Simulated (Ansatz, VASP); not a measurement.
One calculation of SiS3, two programs

File INCAR:

```
SYSTEM = SiS3
  ALGO = Normal
  EDIFF = 1E-6
  ENCUT = 500
  GGA = PE
  GGA_COMPAT = .False.
  ISIF = 2
  ISMEAR = 0
  LASPH = .True.
  LCHARG = .False.
  LREAL = .False.
  LWAVE = .False.
  NBANDS = 32
  NELM = 120
  PREC = Accurate
  SIGMA = 0.1
```

The input KPOINTS:

```
k-points
0
Gamma
  4 4 4
  0 0 0
```

Contents of POSCAR:

```
SiS3
1.0
    5.4482516089      0.0000000000      0.0000000000
    0.0000000000      5.4482516089      0.0000000000
    0.0000000000      0.0000000000      5.4482516089
Si S
2 6
Direct
    0.0000000000      0.0000000000      0.0000000000
    0.5000000000      0.5000000000      0.5000000000
    0.0000000000      0.5000000000      0.2500000000
    0.0000000000      0.5000000000      0.7500000000
    0.2500000000      0.0000000000      0.5000000000
    0.7500000000      0.0000000000      0.5000000000
    0.5000000000      0.7500000000      0.0000000000
    0.5000000000      0.2500000000      0.0000000000
```

Input for Ansatz:

```yaml
crystal:
  lattice:
    - [5.4482516089, 0.0, 0.0]
    - [0.0, 5.4482516089, 0.0]
    - [0.0, 0.0, 5.4482516089]
  atoms:
    - { symbol: Si, position: [0.0, 0.0, 0.0] }
    - { symbol: Si, position: [0.5, 0.5, 0.5] }
    - { symbol: S, position: [0.0, 0.5, 0.25] }
    - { symbol: S, position: [0.0, 0.5, 0.75] }
    - { symbol: S, position: [0.25, 0.0, 0.5] }
    - { symbol: S, position: [0.75, 0.0, 0.5] }
    - { symbol: S, position: [0.5, 0.75, 0.0] }
    - { symbol: S, position: [0.5, 0.25, 0.0] }
basis:
  ecutwfc: 420
kpoints:
  mp_grid: { grid: [4, 4, 4] }
hamiltonian:
  xc: pbe
scf:
  occupations: { method: gaussian, width: 0.1 }
  lower_state_search: "off"
output:
  forces: true
  stress: true
  eigenvalues: true
```

Alike in both runs: task single point; functional PBE; k mesh 4 × 4 × 4; occupations gaussian, width 0.1 eV; no spin polarisation.

```csv
,VASP,Ansatz
version,VASP 6.6.1,Ansatz 0.2.0
potentials or method,"VASP PAW PBE potentials, release 64 (Si, S), cutoff 500 eV","scalar-relativistic, plane waves, PAW"
valence electrons in the cell,44,44
```

```tsv
	VASP	Ansatz	Ansatz less VASP
gap on the k mesh at the Fermi level (eV)	none	none	-
pressure (GPa)	-10.1	-10.1	+0.06
```

A gap of «none» marks a metal or a gap that the smearing closes. With one functional, cell and mesh, what is left measures potentials, basis and numerics.
